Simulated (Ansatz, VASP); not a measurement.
# Si3Cl2 in VASP and in Ansatz

```
Si Cl
1.0
    -3.81723    3.81723    3.81723
     3.81723   -3.81723    3.81723
     3.81723    3.81723   -3.81723
Si Cl
6 4
Direct
  0.00000 0.66461 0.66461
  0.00000 0.33539 0.33539
  0.66461 0.00000 0.66461
  0.33539 0.00000 0.33539
  0.66461 0.66461 0.00000
  0.33539 0.33539 0.00000
  0.50000 0.50000 0.50000
  0.00000 0.00000 0.50000
  0.00000 0.50000 0.00000
  0.50000 0.00000 0.00000
```

Alike in both runs: functional PBE; k mesh 3 × 3 × 3; occupations gaussian, width 0.2 eV; no spin polarisation.

Ansatz relaxed the structure, and its values are those at the end. VASP's run is a single point on that final structure, the one shown.

```csv
,VASP,Ansatz
version,VASP 6.6.1,Ansatz 0.2.0
potentials or method,"VASP PAW PBE potentials, release 64 (Si, Cl), cutoff 500 eV","scalar-relativistic, plane waves, PAW"
valence electrons in the cell,52,52
```

VASP gave:

```
gap on the k mesh at the Fermi level (eV) : none
pressure (GPa)                            : -0.1
rms of the force components (eV/Å)        : 0.021
```

Estimate Ansatz's values.

gap on the k mesh at the Fermi level (eV): none; pressure (GPa): -0.1; rms of the force components (eV/Å): 0.019.

A gap of «none» marks a metal or a gap that the smearing closes.

The k mesh is coarse, so the values compare programs but aren't converged.
